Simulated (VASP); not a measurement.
# Si7Ge (P-42m) in VASP: a series of runs

The runs below take Si7Ge through single point, with PBEsol.

Program: VASP 6.6.1. These are calculated values, not measurements. Logs are shortened: lines on timing, memory, paths and dates and some standing lists are left out, and cuts for length are marked.

## 1. The cell of the first run

Symmetry: P-42m, No. 111, tetragonal system. The conventional cell has a = 5.459 Å, b = 5.459 Å, c = 5.323 Å, α = 90.00°, β = 90.00°, γ = 90.00°. Within 3.1 Å of Si (site symmetry m) lie 3 Si at 2.34 Å and 1 Ge at 2.37 Å. Within 3.1 Å of Si (site symmetry 222) lie 4 Si at 2.34 Å. Si (site symmetry -42m) has 4 Si at 2.34 Å within 3.1 Å. Ge (site symmetry -42m) has 4 Si at 2.37 Å within 3.1 Å.

## 2. Single point, PBEsol (strain -0.0250 x Voigt [0, 1, 0, 0, 0, 0])

Input file INCAR:

```
PREC = Accurate
ENCUT = 520
EDIFF = 1E-7
ISMEAR = 0
SIGMA = 0.03
LREAL = F
LASPH = T
NELM = 100
ALGO = Normal
ISIF = 2
LWAVE = F
LCHARG = T
GGA = PS
LELF = T
LVHAR = T
NBANDS = 31
```

Input file KPOINTS:

```
Automatic mesh
0
Gamma
  6 6 6
```

Input file POSCAR:

```
Si7Ge
1.0
    5.4591768144      0.0000000000      0.0000000000
    0.0000000000      5.3226973940      0.0000000000
    0.0000000000      0.0000000000      5.4591768144
Si Ge
7 1
Direct
    0.2525976817      0.2525976817      0.2525976817
    0.0000000000      0.5000000000      0.5000000000
    0.5000000000      0.5000000000      0.0000000000
    0.5000000000      0.0000000000      0.5000000000
    0.7474023183      0.2525976817      0.7474023183
    0.7474023183      0.7474023183      0.2525976817
    0.2525976817      0.7474023183      0.7474023183
    0.0000000000      0.0000000000      0.0000000000
```

Potentials or basis: VASP PAW PBE potentials, release 64 (Si, Ge_d).

Run with:

```sh
> cat potpaw_PBE.64/Si/POTCAR potpaw_PBE.64/Ge_d/POTCAR > POTCAR
> mpirun -np 1 vasp_std > vasp.out
```

OUTCAR:

```text
PREC = Accurate
   ENCUT = 520
   EDIFF = 1E-7
   ISMEAR = 0
   LREAL = F
   LASPH = T
   NELM = 100
   ISIF = 2
   GGA = PS

 ion  position               nearest neighbor table
   1  0.253  0.253  0.253-   4 2.34   3 2.34   2 2.34   8 2.37
   2  0.000  0.500  0.500-   1 2.34   5 2.34   6 2.34   7 2.34
   3  0.500  0.500  0.000-   1 2.34   5 2.34   6 2.34   7 2.34
   4  0.500  0.000  0.500-   1 2.34   5 2.34   6 2.34   7 2.34
   5  0.747  0.253  0.747-   4 2.34   3 2.34   2 2.34   8 2.37
   6  0.747  0.747  0.253-   4 2.34   3 2.34   2 2.34   8 2.37
   7  0.253  0.747  0.747-   4 2.34   3 2.34   2 2.34   8 2.37
   8  0.000  0.000  0.000-   1 2.37   5 2.37   6 2.37   7 2.37

  LATTYP: Found a simple tetragonal cell.
 ALAT       =     5.4591768144
 C/A-ratio  =     0.9750000000

  Lattice vectors:

 A1 = (  -5.4591768144,   0.0000000000,   0.0000000000)
 A2 = (   0.0000000000,   0.0000000000,   5.4591768144)
 A3 = (   0.0000000000,   5.3226973940,   0.0000000000)

Analysis of symmetry for initial positions (statically):
=====================================================================
 Subroutine PRICEL returns:
 Original cell was already a primitive cell.

 Routine SETGRP: Setting up the symmetry group for a
 simple tetragonal supercell.

 Subroutine GETGRP returns: Found  8 space group operations
 (whereof  8 operations were pure point group operations)
 out of a pool of 16 trial point group operations.

The static configuration has the point symmetry D_2d.

Analysis of symmetry for dynamics (positions and initial velocities):
=====================================================================
 Subroutine PRICEL returns:
 Original cell was already a primitive cell.

 Routine SETGRP: Setting up the symmetry group for a
 simple tetragonal supercell.

 Subroutine GETGRP returns: Found  8 space group operations
 (whereof  8 operations were pure point group operations)
 out of a pool of 16 trial point group operations.

The dynamic configuration has the point symmetry D_2d.

 Subroutine INISYM returns: Found  8 space group operations
 (whereof  8 operations are pure point group operations),
 and found     1 'primitive' translations

----------------------------------------------------------------------------------------

                                     Primitive cell

  volume of cell :     158.6303

  direct lattice vectors                    reciprocal lattice vectors
[... 106 lines left out ...]
   ISYM   =      2    0-nonsym 1-usesym 2-fastsym
   POTIM  = 0.5000    time-step for ionic-motion
   TEBEG  =    0.0;   TEEND  =   0.0 temperature during run
   PSTRESS=    0.0 pullay stress
   NELECT =      42.0000    total number of electrons
   NUPDOWN=      -1.0000    fix difference up-down
   EMIN   =  10.00;   EMAX   =-10.00  energy-range for DOS
   EFERMI =   0.00;   METHOD = LEGACY
   ISMEAR =     0;   SIGMA  =   0.03  broadening in eV -4-tet -1-fermi 0-gaus
   EFERMI_NEDOS =   21; number of points for ismear=-14 and -15
   IALGO  =     38    algorithm
   IMIX   =      4    mixing-type and parameters
     AMIX     =   0.40;   BMIX     =  1.00
     AMIX_MAG =   1.60;   BMIX_MAG =  1.00
  volume/ion in A,a.u.               =      19.83       133.81
  Fermi-wavevector in a.u.,A,eV,Ry     =   1.051226  1.986528 15.035459  1.105075
  Thomas-Fermi vector in A             =   2.186260
   LORBIT       =      0    0 simple, 1 ext, 2 COOP (PROOUT), +10 PAW based schemes
   GGA     = PS    functional components
   LHFCALC =     F    Hartree Fock is set to
   AEXX    =    0.0000 exact exchange contribution
   IVDW    =     0    specifies the selected vdW correction
   LEPSILON=     F    determine dielectric tensor
   LRPA    =     F    only Hartree local field effects (RPA)
 non-spin polarized calculation
 Gauss-broadening in eV      SIGMA  =   0.03
  energy-cutoff  :      520.00
  volume of cell :      158.63
 maximum number of plane-waves:      4300
 NGX is ok and might be reduce to    42
   NGX = 21   NGY = 19   NGZ = 21

 number of electron      42.0000016 magnetization

 Free energy of the ion-electron system (eV)
  ---------------------------------------------------
  ext. energy  EPLUGINS =         0.00000000
  ---------------------------------------------------
  free energy    TOTEN  =       -45.07711719 eV

  energy without entropy =      -45.07710393  energy(sigma->0) =      -45.07711056

 E-fermi :   6.0652     XC(G=0):  -9.7396

 val. band max:        6.0180737149   @ k =   0.0000   0.0000   0.0000
 cond. band min:       6.1123803152   @ k =   0.0000   0.0000   0.0000
 fundamental gap:      0.0943066003
 Fermi energy:         6.0652242574

 k-point     1 :       0.0000    0.0000    0.0000
  band No.  band energies     occupation
      1     -18.2148      2.00000
      2     -18.2148      2.00000
      3     -18.2147      2.00000
      4     -18.1875      2.00000
      5     -18.1853      2.00000
      6      -6.3679      2.00000
[... 805 lines left out ...]
     30      10.4986      0.00000
     31      10.8260      0.00000

 [... further k-points ...]

------------------------ aborting loop because EDIFF is reached ----------------------------------------

  FORCE on cell =-STRESS in cart. coord.  units (eV):
  Direction    XX          YY          ZZ          XY          YZ          ZX
  --------------------------------------------------------------------------------------
  -------------------------------------------------------------------------------------
  Total        1.7217634      3.9098042      1.7217634     -0.0000000      0.0000000      0.0000000
  in kB       17.3899352     39.4893053     17.3899352     -0.0000000      0.0000000      0.0000000
  external PRESSURE =      24.7563919 kB  Pullay stress =       0.0000000 kB

 VOLUME and BASIS-vectors are now :
 -----------------------------------------------------------------------------
  energy-cutoff  :      520.00
  volume of cell :      158.63
      direct lattice vectors                 reciprocal lattice vectors
     5.459176814  0.000000000  0.000000000     0.183177800  0.000000000  0.000000000
     0.000000000  5.322697394  0.000000000     0.000000000  0.187874667  0.000000000
     0.000000000  0.000000000  5.459176814     0.000000000  0.000000000  0.183177800

 POSITION                                       TOTAL-FORCE (eV/Angst)
 -----------------------------------------------------------------------------------
      1.37898      1.34450      1.37898        -0.010367      0.002598     -0.010367
      0.00000      2.66135      2.72959        -0.000000      0.000000     -0.000000
      2.72959      2.66135      0.00000        -0.000000     -0.000000     -0.000000
      2.72959      0.00000      2.72959        -0.000000      0.000000     -0.000000
      4.08020      1.34450      4.08020         0.010367      0.002598      0.010367
      4.08020      3.97820      1.37898         0.010367     -0.002598     -0.010367
      1.37898      3.97820      4.08020        -0.010367     -0.002598      0.010367
      0.00000      0.00000      0.00000        -0.000000      0.000000     -0.000000
 -----------------------------------------------------------------------------------
    total drift:                                0.000000      0.000000     -0.000000

  FREE ENERGIE OF THE ION-ELECTRON SYSTEM (eV)
  ---------------------------------------------------
  free  energy   TOTEN  =       -45.0771171866 eV

  energy  without entropy=      -45.0771039288  energy(sigma->0) =      -45.07711056
```

stdout:

```text
POSCAR found type information on POSCAR SiGe
 POSCAR found :  2 types and       8 ions
 scaLAPACK will be used
 -----------------------------------------------------------------------------
|                                                                             |
|                                                                             |
|     You enforced a specific xc type in the INCAR file but a different       |
|     I HOPE YOU KNOW WHAT YOU ARE DOING!                                     |
|                                                                             |
 -----------------------------------------------------------------------------

 LDA part: xc-table for (Slater+PW92), standard interpolation
 POSCAR, INCAR and KPOINTS ok, starting setup
 FFT: planning ... GRIDC
 FFT: planning ... GRID_SOFT
 FFT: planning ... GRID
 WAVECAR not read
 entering main loop
```

It took 4.9 min on 1 thread of Intel Xeon 8259CL, shared host; peak memory 0.35 GiB.

What came out:

```
Free energy            : -45.0771 eV
Pressure               : 2.5 GPa
Largest force          : 0.015 eV/Å
Band gap on the k mesh : 0.09 eV
```

Forces in eV/Å, atoms in the order of the input:
```
Si  -0.010  0.003 -0.010
Si   0.000  0.000  0.000
Si   0.000  0.000  0.000
Si   0.000  0.000  0.000
Si   0.010  0.003  0.010
Si   0.010 -0.003 -0.010
Si  -0.010 -0.003  0.010
Ge   0.000  0.000  0.000
```

Stress tensor (GPa, compression positive):
```
1.74 0.00 0.00
0.00 3.95 0.00
0.00 0.00 1.74
```

Levels at points of the mesh, in eV from the valence-band top:
```tsv
k point	band 19	band 20	band 21	band 22	band 23	band 24
(0.00, 0.00, 0.00)	-0.16	-0.16	0.00	0.09	0.39	0.53
(0.50, 0.00, 0.00)	-2.06	-1.97	-1.94	0.88	1.06	2.89
(0.00, 0.50, 0.00)	-2.23	-2.11	-2.11	0.67	0.85	2.93
(0.50, 0.50, 0.00)	-1.43	-1.36	-1.35	2.23	2.24	2.33
(0.50, 0.00, 0.50)	-1.62	-1.56	-1.56	2.00	2.00	2.10
(0.50, 0.50, 0.50)	-1.21	-1.21	-1.10	0.93	1.37	1.37
```

Caveat: the cell differs from its parent crystal (strain -0.0250 x Voigt [0, 1, 0, 0, 0, 0]); the PAW data sets were made with another functional, which shifts forces and pressure a little. A k mesh can miss the band edges.

## 3. Single point, PBEsol (strain +0.0250 x Voigt [0, 1, 0, 0, 0, 0])

Input file INCAR:

```
PREC = Accurate ; ENCUT = 520
EDIFF = 1E-7 ; ISMEAR = 0
SIGMA = 0.03 ; LREAL = False
LASPH = True ; NELM = 80
ALGO = Normal ; ISIF = 2
LWAVE = False ; LCHARG = False
GGA = PS ; NBANDS = 31
```

KPOINTS is that of step 2.

Changes to POSCAR since step 2:

```diff
@@ -3,3 +3,3 @@
     5.4591768144      0.0000000000      0.0000000000
-    0.0000000000      5.3226973940      0.0000000000
+    0.0000000000      5.5956562348      0.0000000000
     0.0000000000      0.0000000000      5.4591768144
```

Potentials or basis: VASP PAW PBE potentials, release 64 (Si, Ge_d).

Run with:

```sh
> cat potpaw_PBE.64/Si/POTCAR potpaw_PBE.64/Ge_d/POTCAR > POTCAR
> mpirun -np 1 vasp_std > vasp.out
```

Wall time 4.4 min (1 thread of Intel Xeon 8259CL, shared host); peak memory 0.36 GiB.

Results (log left out):

- Free energy: -45.0827 eV
- Pressure: -2.1 GPa
- Largest force: 0.009 eV/Å
- Band gap on the k mesh: 0.25 eV

Forces on the atoms (eV/Å):
```
Si   0.000 -0.009  0.000
Si   0.000  0.000  0.000
Si   0.000  0.000  0.000
Si   0.000  0.000  0.000
Si   0.000 -0.009  0.000
Si   0.000  0.009  0.000
Si   0.000  0.009  0.000
Ge   0.000  0.000  0.000
```

Stress tensor (GPa, compression positive):
```
-1.29  0.00  0.00
 0.00 -3.64  0.00
 0.00  0.00 -1.29
```

Levels at points of the mesh, in eV from the valence-band top:
```
           k point  band 19  band 20  band 21  band 22  band 23  band 24
(0.00, 0.00, 0.00)    -0.17     0.00     0.00     0.25     0.58     0.58
(0.50, 0.00, 0.00)    -2.02    -1.93    -1.89     0.84     1.01     2.95
(0.00, 0.50, 0.00)    -1.90    -1.77    -1.77     1.03     1.21     2.93
(0.50, 0.50, 0.00)    -1.45    -1.39    -1.38     2.10     2.10     2.16
(0.50, 0.00, 0.50)    -1.26    -1.19    -1.19     2.32     2.32     2.39
(0.50, 0.50, 0.50)    -1.20    -1.04    -1.04     0.81     1.22     1.27
```

Caveat: the cell differs from its parent crystal (strain +0.0250 x Voigt [0, 1, 0, 0, 0, 0]); the PAW data sets were made with another functional, which shifts forces and pressure a little.
